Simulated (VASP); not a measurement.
# LiMg3Cl6 (P-31m) in VASP: a series of runs

LiMg3Cl6 is run at these levels: PBE; tasks: single point, relaxation of cell and atoms.

All numbers are computed with VASP 6.6.1; they aren't measurements. Logs are shortened: lines on timing, memory, paths and dates and some standing lists are left out, and cuts for length are marked.

## Step 1: The cell of the first run

Symmetry: P-31m, No. 162, trigonal system. The conventional cell has a = 6.018 Å, b = 6.018 Å, c = 5.546 Å, α = 90.00°, β = 90.00°, γ = 120.00°. Li (site symmetry -3m) has 6 Cl at 2.44 Å and 2 Mg at 2.77 Å within 3.2 Å. Within 3.2 Å of Mg (site symmetry 32) lie 6 Cl at 2.44 Å. Within 3.2 Å of Mg (site symmetry -3m) lie 6 Cl at 2.44 Å and 2 Li at 2.77 Å. Cl (site symmetry m) has 3 Mg at 2.44 Å and 1 Li at 2.44 Å within 3.2 Å.

## Step 2: Single point, PBE

The input, INCAR:

```
SYSTEM = LiMg3Cl6
PREC = Accurate ; ENCUT = 520
EDIFF = 1E-6 ; ISMEAR = 0
SIGMA = 0.1 ; LREAL = .FALSE.
LASPH = .TRUE. ; NELM = 100
ALGO = Normal ; ISIF = 2
LWAVE = .FALSE. ; LCHARG = .FALSE.
GGA = PE ; NBANDS = 36
```

The input, KPOINTS:

```
regular mesh
0
G
  3 3 4
  0 0 0
```

The input, POSCAR:

```
LiMg3Cl6
1.0
    6.0180398600      0.0000000000      0.0000000000
   -3.0090199300      5.2117754000      0.0000000000
    0.0000000000      0.0000000000      5.5459378300
Li Mg Cl
1 3 6
Direct
    0.0000000000      0.0000000000      0.0000000000
    0.3333333300      0.6666666700      0.0000000000
    0.6666666700      0.3333333300      0.0000000000
    0.0000000000      0.0000000000      0.5000000000
    0.3334000100      0.0000000000      0.2500000000
    0.0000000000      0.3334000100      0.2500000000
    0.6665999900      0.6665999900      0.2500000000
    0.0000000000      0.6665999900      0.7500000000
    0.6665999900      0.0000000000      0.7500000000
    0.3334000100      0.3334000100      0.7500000000
```

Potentials or basis: VASP PAW PBE potentials, release 64 (Li_sv, Mg, Cl).

Command:

```console
$ cat potpaw_PBE.64/Li_sv/POTCAR potpaw_PBE.64/Mg/POTCAR potpaw_PBE.64/Cl/POTCAR > POTCAR
$ mpirun -np 1 vasp_std > vasp.out
```

OUTCAR:

```text
SYSTEM = LiMg3Cl6
   PREC = Accurate
   ENCUT = 520
   EDIFF = 1E-6
   ISMEAR = 0
   LREAL = .FALSE.
   LASPH = .TRUE.
   NELM = 100
   ISIF = 2
   GGA = PE

 ion  position               nearest neighbor table
   1  0.000  0.000  0.000-   5 2.44   9 2.44   7 2.44   8 2.44   6 2.44  10 2.44   4 2.77   4 2.77

   2  0.333  0.667  0.000-   8 2.44   5 2.44   6 2.44   9 2.44   7 2.44  10 2.44   3 3.47   3 3.47
                             3 3.47
   3  0.667  0.333  0.000-   6 2.44   9 2.44   8 2.44   5 2.44  10 2.44   7 2.44   2 3.47   2 3.47
                             2 3.47
   4  0.000  0.000  0.500-   5 2.44   9 2.44   7 2.44   8 2.44   6 2.44  10 2.44   1 2.77   1 2.77

   5  0.333  0.000  0.250-   2 2.44   3 2.44   1 2.44   4 2.44
   6  0.000  0.333  0.250-   3 2.44   2 2.44   1 2.44   4 2.44
   7  0.667  0.667  0.250-   2 2.44   3 2.44   1 2.44   4 2.44
   8  0.000  0.667  0.750-   2 2.44   3 2.44   1 2.44   4 2.44
   9  0.667  0.000  0.750-   3 2.44   2 2.44   1 2.44   4 2.44
  10  0.333  0.333  0.750-   3 2.44   2 2.44   1 2.44   4 2.44

  LATTYP: Found a hexagonal cell.
 ALAT       =     6.0180398600
 C/A-ratio  =     0.9215521929

  Lattice vectors:

 A1 = (   6.0180398600,   0.0000000000,   0.0000000000)
 A2 = (  -3.0090199300,   5.2117754000,   0.0000000000)
 A3 = (   0.0000000000,   0.0000000000,   5.5459378300)

Analysis of symmetry for initial positions (statically):
=====================================================================
 Subroutine PRICEL returns:
 Original cell was already a primitive cell.

 Routine SETGRP: Setting up the symmetry group for a
 hexagonal supercell.

 Subroutine GETGRP returns: Found 12 space group operations
 (whereof 12 operations were pure point group operations)
 out of a pool of 24 trial point group operations.

The static configuration has the point symmetry D_3d.

Analysis of symmetry for dynamics (positions and initial velocities):
=====================================================================
 Subroutine PRICEL returns:
 Original cell was already a primitive cell.

 Routine SETGRP: Setting up the symmetry group for a
 hexagonal supercell.

 Subroutine GETGRP returns: Found 12 space group operations
 (whereof 12 operations were pure point group operations)
 out of a pool of 24 trial point group operations.

The dynamic configuration has the point symmetry D_3d.

 Subroutine INISYM returns: Found 12 space group operations
 (whereof 12 operations are pure point group operations),
 and found     1 'primitive' translations

----------------------------------------------------------------------------------------

                                     Primitive cell

  volume of cell :     173.9465

  direct lattice vectors                    reciprocal lattice vectors
     6.018039860  0.000000000  0.000000000     0.166167062  0.095936598  0.000000000
    -3.009019930  5.211775400  0.000000000     0.000000000  0.191873195  0.000000000
     0.000000000  0.000000000  5.545937830     0.000000000  0.000000000  0.180312155

  length of vectors
     6.018039860  6.018039860  5.545937830     0.191873195  0.191873195  0.180312155

  position of ions in fractional coordinates (direct lattice)
     0.000000000  0.000000000  0.000000000
     0.333333330  0.666666670  0.000000000
     0.666666670  0.333333330  0.000000000
     0.000000000  0.000000000  0.500000000
     0.333400010  0.000000000  0.250000000
     0.000000000  0.333400010  0.250000000
     0.666599990  0.666599990  0.250000000
     0.000000000  0.666599990  0.750000000
     0.666599990  0.000000000  0.750000000
     0.333400010  0.333400010  0.750000000

  ion indices of the primitive-cell ions
   primitive index   ion index
                 1           1
                 2           2
                 3           3
                 4           4
                 5           5
                 6           6
                 7           7
                 8           8
                 9           9
                10          10

----------------------------------------------------------------------------------------

 KPOINTS: regular mesh

Automatic generation of k-mesh.
 Grid dimensions read from file:
 generate k-points for:    3    3    4

 Generating k-lattice:

  Cartesian coordinates                     Fractional coordinates (reciprocal lattice)
     0.055389021  0.031978866  0.000000000     0.333333333  0.000000000  0.000000000
     0.000000000  0.063957732  0.000000000     0.000000000  0.333333333  0.000000000
     0.000000000  0.000000000  0.045078039     0.000000000  0.000000000  0.250000000

  Length of vectors
     0.063957732  0.063957732  0.045078039

  Shift w.r.t. Gamma in fractional coordinates (k-lattice)
     0.000000000  0.000000000  0.000000000

 Subroutine IBZKPT returns following result:
 ===========================================

 Found     10 irreducible k-points:

 Following reciprocal coordinates:
            Coordinates               Weight
  0.000000  0.000000  0.000000      1.000000
  0.333333 -0.000000  0.000000      6.000000
  0.333333  0.333333  0.000000      2.000000
  0.000000  0.000000  0.250000      2.000000
  0.333333 -0.000000  0.250000     12.000000
  0.333333  0.333333  0.250000      2.000000
 -0.333333 -0.333333  0.250000      2.000000
  0.000000  0.000000  0.500000      1.000000
  0.333333 -0.000000  0.500000      6.000000
  0.333333  0.333333  0.500000      2.000000
   k-points           NKPTS =     10   k-points in BZ     NKDIM =     10   number of bands    NBANDS=     36
   number of dos      NEDOS =    301   number of ions     NIONS =     10
   total plane-waves  NPLWV =  96768
   dimension x,y,z NGX =    48 NGY =   48 NGZ =   42
   dimension x,y,z NGXF=    96 NGYF=   96 NGZF=   84
   ions per type =               1   3   6
   NGX,Y,Z   is equivalent  to a cutoff of  13.26, 13.26, 12.59 a.u.
   NGXF,Y,Z  is equivalent  to a cutoff of  26.52, 26.52, 25.18 a.u.
 SYSTEM =  LiMg3Cl6
   PREC   = accura    normal or accurate (medium, high low for compatibility)
   ISTART =      0    job   : 0-new  1-cont  2-samecut
   ICHARG =      2    charge: 1-file 2-atom 10-const
   ISPIN  =      1    spin polarized calculation?
   LNONCOLLINEAR =      F non collinear calculations
   LSORBIT =      F    spin-orbit coupling
   LASPH  =      T    aspherical Exc in radial PAW
   ENCUT  =  520.0 eV  38.22 Ry    6.18 a.u.  11.19 11.19 10.31*2*pi/ulx,y,z
   NELM   =    100;   NELMIN=  2; NELMDL= -5     # of ELM steps
   EDIFF  = 0.1E-05   stopping-criterion for ELM
   LREAL  =      F    real-space projection
   EDIFFG = 0.1E-04   stopping-criterion for IOM
   NSW    =      0    number of steps for IOM
   IBRION =     -1    ionic relax: 0-MD 1-quasi-New 2-CG
   NFREE  =      0    steps in history (QN), initial steepest desc. (CG)
   ISIF   =      2    stress and relaxation
   ISYM   =      2    0-nonsym 1-usesym 2-fastsym
   POTIM  = 0.5000    time-step for ionic-motion
   TEBEG  =    0.0;   TEEND  =   0.0 temperature during run
   PSTRESS=    0.0 pullay stress
   NELECT =      51.0000    total number of electrons
   NUPDOWN=      -1.0000    fix difference up-down
   EMIN   =  10.00;   EMAX   =-10.00  energy-range for DOS
   EFERMI =   0.00;   METHOD = LEGACY
   ISMEAR =     0;   SIGMA  =   0.10  broadening in eV -4-tet -1-fermi 0-gaus
   EFERMI_NEDOS =   21; number of points for ismear=-14 and -15
   IALGO  =     38    algorithm
   IMIX   =      4    mixing-type and parameters
     AMIX     =   0.40;   BMIX     =  1.00
     AMIX_MAG =   1.60;   BMIX_MAG =  1.00
  volume/ion in A,a.u.               =      17.39       117.38
  Fermi-wavevector in a.u.,A,eV,Ry     =   1.087576  2.055221 16.093266  1.182822
  Thomas-Fermi vector in A             =   2.223739
   LORBIT       =      0    0 simple, 1 ext, 2 COOP (PROOUT), +10 PAW based schemes
   GGA     = PE    functional components
   LHFCALC =     F    Hartree Fock is set to
   AEXX    =    0.0000 exact exchange contribution
   IVDW    =     0    specifies the selected vdW correction
   LEPSILON=     F    determine dielectric tensor
   LRPA    =     F    only Hartree local field effects (RPA)
 non-spin polarized calculation
 Gauss-broadening in eV      SIGMA  =   0.10
  energy-cutoff  :      520.00
  volume of cell :      173.95
 maximum number of plane-waves:      4724
 NGX is ok and might be reduce to    48
   NGX = 23   NGY = 23   NGZ = 21

 number of electron      50.9999975 magnetization

 Free energy of the ion-electron system (eV)
  ---------------------------------------------------
  ext. energy  EPLUGINS =         0.00000000
  ---------------------------------------------------
  free energy    TOTEN  =       -31.10071896 eV

  energy without entropy =      -31.07085617  energy(sigma->0) =      -31.08578756

 E-fermi :   8.5132     XC(G=0):  -9.4905

 val. band max:        8.5127838727   @ k =   0.3333  -0.0000   0.0000
 cond. band min:       8.6107271055   @ k =  -0.3333  -0.3333   0.2500
 fundamental gap:      0.0979432328
 Fermi energy:         8.5131611879

 k-point     1 :       0.0000    0.0000    0.0000
  band No.  band energies     occupation
      1     -41.5204      2.00000
      2     -12.5010      2.00000
      3     -11.4697      2.00000
      4     -11.3207      2.00000
      5     -11.3207      2.00000
      6     -11.2954      2.00000
[... 28 lines left out ...]
     35      12.0192      0.00000
     36      12.0274      0.00000

 k-point     2 :       0.3333   -0.0000    0.0000
  band No.  band energies     occupation
      1     -41.5204      2.00000
      2     -12.2560      2.00000
      3     -11.7074      2.00000
      4     -11.5124      2.00000
      5     -11.3595      2.00000
      6     -11.2318      2.00000
[... 28 lines left out ...]
     35      11.3503      0.00000
     36      11.8545      0.00000
[... 271 lines left out ...]
     35      11.3976      0.00000
     36      11.6830      0.00000

 k-point    10 :       0.3333    0.3333    0.5000
  band No.  band energies     occupation
      1     -41.5204      2.00000
      2     -11.6337      2.00000
      3     -11.6337      2.00000
      4     -11.6087      2.00000
      5     -11.5515      2.00000
      6     -11.4815      2.00000
[... 28 lines left out ...]
     35      11.3116      0.00000
     36      11.3138      0.00000

------------------------ aborting loop because EDIFF is reached ----------------------------------------

  FORCE on cell =-STRESS in cart. coord.  units (eV):
  Direction    XX          YY          ZZ          XY          YZ          ZX
  --------------------------------------------------------------------------------------
  -------------------------------------------------------------------------------------
  Total       13.8011252     13.8011252     16.9204585     -0.0000000      0.0000000     -0.0000000
  in kB      127.1186670    127.1186670    155.8500556     -0.0000000      0.0000000     -0.0000000
  external PRESSURE =     136.6957965 kB  Pullay stress =       0.0000000 kB

 VOLUME and BASIS-vectors are now :
 -----------------------------------------------------------------------------
  energy-cutoff  :      520.00
  volume of cell :      173.95
      direct lattice vectors                 reciprocal lattice vectors
     6.018039860  0.000000000  0.000000000     0.166167062  0.095936598  0.000000000
    -3.009019930  5.211775400  0.000000000     0.000000000  0.191873195  0.000000000
     0.000000000  0.000000000  5.545937830     0.000000000  0.000000000  0.180312155

 POSITION                                       TOTAL-FORCE (eV/Angst)
 -----------------------------------------------------------------------------------
      0.00000      0.00000      0.00000         0.000000      0.000000      0.000000
     -0.00000      3.47452      0.00000         0.000000      0.000000      0.000000
      3.00902      1.73726      0.00000         0.000000      0.000000      0.000000
      0.00000      0.00000      2.77297         0.000000      0.000000      0.000000
      2.00641      0.00000      1.38648         0.165273      0.000000     -0.019615
     -1.00321      1.73761      1.38648        -0.082637      0.143131     -0.019615
      2.00581      3.47417      1.38648        -0.082637     -0.143131     -0.019615
     -2.00581      3.47417      4.15945         0.082637     -0.143131      0.019615
      4.01163      0.00000      4.15945        -0.165273     -0.000000      0.019615
      1.00321      1.73761      4.15945         0.082637      0.143131      0.019615
 -----------------------------------------------------------------------------------
    total drift:                               -0.000000      0.000000     -0.000000

  FREE ENERGIE OF THE ION-ELECTRON SYSTEM (eV)
  ---------------------------------------------------
  free  energy   TOTEN  =       -31.1007189579 eV

  energy  without entropy=      -31.0708561657  energy(sigma->0) =      -31.08578756
```

Run time: 89 s. Hardware: 1 thread of Oxide Virtual Turin-like, shared host; peak memory 0.28 GiB.

What came out:

```
Free energy   : -31.1007 eV
Largest force : 0.166 eV/Å
```

Forces on the atoms (eV/Å):
```
Li   0.000  0.000  0.000
Mg   0.000  0.000  0.000
Mg   0.000  0.000  0.000
Mg   0.000  0.000  0.000
Cl   0.165  0.000 -0.020
Cl  -0.083  0.143 -0.020
Cl  -0.083 -0.143 -0.020
Cl   0.083 -0.143  0.020
Cl  -0.165  0.000  0.020
Cl   0.083  0.143  0.020
```

Caveat: the k points lie up to 0.40 Å⁻¹ apart; the cutoff is under 1.25 times the usual one of these potentials, so pressure, stress and relaxed cells hold a basis-set (Pulay) error; an odd number of electrons without spin polarisation forces a metal; a magnetic or distorted state may lie lower.

## Step 3: Single point, PBE

This run uses another cell than the first one, of 24.02 Å³/atom, 1.381 times its volume.

The input, INCAR:

```
  PREC = Accurate
  ENCUT = 520
  EDIFF = 1E-6
  ISMEAR = 0
  SIGMA = 0.1
  LREAL = False
  LASPH = True
  NELM = 60
  ALGO = Normal
  ISIF = 2
  LWAVE = False
  LCHARG = False
  GGA = PE
  NBANDS = 36
```

The input, KPOINTS:

```
regular mesh
0
Gamma
  3 3 4
```

The input, POSCAR:

```
LiMg3Cl6
1.0
    6.3925115362      0.0000000000      0.0000000000
   -3.1962557681      5.5360773843      0.0000000000
    0.0000000000      0.0000000000      6.7860184229
Li Mg Cl
1 3 6
Direct
    0.0000000000      0.0000000000      0.0000000000
    0.3333333333      0.6666666667      0.0000000000
    0.6666666667      0.3333333333      0.0000000000
    0.0000000000      0.0000000000      0.5000000000
    0.3373732435      0.0000000000      0.2066628899
    0.0000000000      0.3373732435      0.2066628899
    0.6626267565      0.6626267565      0.2066628899
    0.0000000000      0.6626267565      0.7933371101
    0.6626267565      0.0000000000      0.7933371101
    0.3373732435      0.3373732435      0.7933371101
```

Potentials or basis: VASP PAW PBE potentials, release 64 (Li_sv, Mg, Cl).

Command:

```console
$ cat potpaw_PBE.64/Li_sv/POTCAR potpaw_PBE.64/Mg/POTCAR potpaw_PBE.64/Cl/POTCAR > POTCAR
$ mpirun -np 1 vasp_std > vasp.out
```

OUTCAR:

```text
PREC = Accurate
   ENCUT = 520
   EDIFF = 1E-6
   ISMEAR = 0
   LREAL = False
   LASPH = True
   NELM = 60
   ISIF = 2
   GGA = PE

 ion  position               nearest neighbor table
   1  0.000  0.000  0.000-   6 2.57   7 2.57   8 2.57  10 2.57   9 2.57   5 2.57
   2  0.333  0.667  0.000-   5 2.54   8 2.54   9 2.54   6 2.54  10 2.54   7 2.54
   3  0.667  0.333  0.000-   9 2.54   6 2.54   5 2.54   8 2.54   7 2.54  10 2.54
   4  0.000  0.000  0.500-   6 2.93   7 2.93   8 2.93  10 2.93   9 2.93   5 2.93
   5  0.337  0.000  0.207-   2 2.54   3 2.54   1 2.57   4 2.93
   6  0.000  0.337  0.207-   3 2.54   2 2.54   1 2.57   4 2.93
   7  0.663  0.663  0.207-   3 2.54   2 2.54   1 2.57   4 2.93
   8  0.000  0.663  0.793-   2 2.54   3 2.54   1 2.57   4 2.93
   9  0.663  0.000  0.793-   3 2.54   2 2.54   1 2.57   4 2.93
  10  0.337  0.337  0.793-   2 2.54   3 2.54   1 2.57   4 2.93

  LATTYP: Found a hexagonal cell.
 ALAT       =     6.3925115362
 C/A-ratio  =     1.0615574778

  Lattice vectors:

[... 185 lines left out ...]

 k-point     1 :       0.0000    0.0000    0.0000
  band No.  band energies     occupation
      1     -44.0411      2.00000
      2     -14.0765      2.00000
      3     -13.5292      2.00000
      4     -13.3786      2.00000
      5     -13.3786      2.00000
      6     -13.3543      2.00000
[... 379 lines left out ...]
     35       8.7163      0.00000
     36       8.8012      0.00000

------------------------ aborting loop because EDIFF is reached ----------------------------------------

  FORCE on cell =-STRESS in cart. coord.  units (eV):
  Direction    XX          YY          ZZ          XY          YZ          ZX
  --------------------------------------------------------------------------------------
  -------------------------------------------------------------------------------------
  Total       -0.2059384     -0.2059384     -0.1701454      0.0000000     -0.0000000      0.0000000
  in kB       -1.3739130     -1.3739130     -1.1351210      0.0000000     -0.0000000      0.0000000
  external PRESSURE =      -1.2943157 kB  Pullay stress =       0.0000000 kB

 VOLUME and BASIS-vectors are now :
 -----------------------------------------------------------------------------
  energy-cutoff  :      520.00
  volume of cell :      240.15
      direct lattice vectors                 reciprocal lattice vectors
     6.392511536  0.000000000  0.000000000     0.156433038  0.090316657  0.000000000
    -3.196255768  5.536077384  0.000000000     0.000000000  0.180633313  0.000000000
     0.000000000  0.000000000  6.786018423     0.000000000  0.000000000  0.147361816

 POSITION                                       TOTAL-FORCE (eV/Angst)
 -----------------------------------------------------------------------------------
      0.00000      0.00000      0.00000        -0.000000      0.000000      0.000000
     -0.00000      3.69072      0.00000        -0.000000      0.000000      0.000000
      3.19626      1.84536      0.00000        -0.000000      0.000000      0.000000
      0.00000      0.00000      3.39301        -0.000000      0.000000      0.000000
      2.15666      0.00000      1.40242         0.004350      0.000000     -0.011231
     -1.07833      1.86772      1.40242        -0.002175      0.003767     -0.011231
      2.11792      3.66835      1.40242        -0.002175     -0.003767     -0.011231
     -2.11792      3.66835      5.38360         0.002175     -0.003767      0.011231
      4.23585      0.00000      5.38360        -0.004350      0.000000      0.011231
      1.07833      1.86772      5.38360         0.002175      0.003767      0.011231
 -----------------------------------------------------------------------------------
    total drift:                                0.000000     -0.000000     -0.000000

  FREE ENERGIE OF THE ION-ELECTRON SYSTEM (eV)
  ---------------------------------------------------
  free  energy   TOTEN  =       -33.2608840526 eV

  energy  without entropy=      -33.2349917463  energy(sigma->0) =      -33.24793790
```

Run time: 2.2 min. Hardware: 1 thread of Oxide Virtual Turin-like, shared host; peak memory 0.32 GiB.

What came out:

```yaml
Free_energy: -33.2609 eV
Largest_force: 0.012 eV/Å
```

Forces in eV/Å, atoms in the order of the input:
```
Li   0.000  0.000  0.000
Mg   0.000  0.000  0.000
Mg   0.000  0.000  0.000
Mg   0.000  0.000  0.000
Cl   0.004  0.000 -0.011
Cl  -0.002  0.004 -0.011
Cl  -0.002 -0.004 -0.011
Cl   0.002 -0.004  0.011
Cl  -0.004  0.000  0.011
Cl   0.002  0.004  0.011
```

Caveat: the k points lie up to 0.38 Å⁻¹ apart; the cutoff is under 1.25 times the usual one of these potentials, so pressure, stress and relaxed cells hold a basis-set (Pulay) error; an odd number of electrons without spin polarisation forces a metal; a magnetic or distorted state may lie lower.

(Continued in part 2 of 2.)
